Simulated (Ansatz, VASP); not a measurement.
# Two plane-wave programs on ReBPt

The input INCAR:

```
SYSTEM = ReBPt
PREC = Accurate
ENCUT = 520
EDIFF = 1E-6
ISMEAR = 0
SIGMA = 0.1
LREAL = .FALSE.
LASPH = .TRUE.
NELM = 80
ALGO = Normal
ISIF = 2
LWAVE = .FALSE.
LCHARG = .FALSE.
GGA = PE
NBANDS = 17
```

The input KPOINTS:

```
regular mesh
0
G
  6 6 6
  0 0 0
```

File POSCAR:

```
ReBPt
1.0
    3.7619046800      0.0000000000      0.0000000000
   -1.8809523400      3.2579050200      0.0000000000
    0.0000000000      0.0000000000      3.3016138400
Re B Pt
1 1 1
Direct
    0.0000000000      0.0000000000      0.5000000000
    0.3333333300      0.6666666700      0.5000000000
    0.6666666700      0.3333333300      0.0000000000
```

Input for Ansatz:

```yaml
crystal:
  lattice:
    - [3.76190468, 0.0, 0.0]
    - [-1.88095234, 3.25790502, 0.0]
    - [0.0, 0.0, 3.30161384]
  atoms:
    - { symbol: Re, position: [0.0, 0.0, 0.5] }
    - { symbol: B, position: [0.33333333, 0.66666667, 0.5] }
    - { symbol: Pt, position: [0.66666667, 0.33333333, 0.0] }
basis:
  ecutwfc: 420
kpoints:
  mp_grid: { grid: [6, 6, 6] }
hamiltonian:
  xc: pbe
scf:
  occupations: { method: gaussian, width: 0.1 }
  lower_state_search: "off"
output:
  forces: true
  stress: true
  eigenvalues: true
```

Change from the starting cell: species swapped into the DyCuGe type (P-6m2, No. 187).

Alike in both runs: task single point; functional PBE; k mesh 6 × 6 × 6; occupations gaussian, width 0.1 eV; no spin polarisation.

|  | VASP | Ansatz |
| --- | --- | --- |
| version | VASP 6.6.1 | Ansatz 0.2.0 |
| potentials or method | VASP PAW PBE potentials, release 64 (Re, B, Pt), cutoff 520 eV | scalar-relativistic, plane waves, PAW |
| valence electrons in the cell | 20 | 36 |

|  | VASP | Ansatz | Ansatz less VASP |
| --- | --- | --- | --- |
| gap on the k mesh at the Fermi level (eV) | none | none | - |
| pressure (GPa) | -5.2 | -5.3 | -0.14 |
| traceless stress, the component that is largest in VASP (GPa) | 0.59 | 0.88 | +0.292 |

A gap of «none» marks a metal or a gap that the smearing closes. VASP's potentials hold 20 valence electrons a cell and Ansatz's 36, so a difference there can come from the potentials and not from the codes.

Spin-orbit coupling is off throughout.
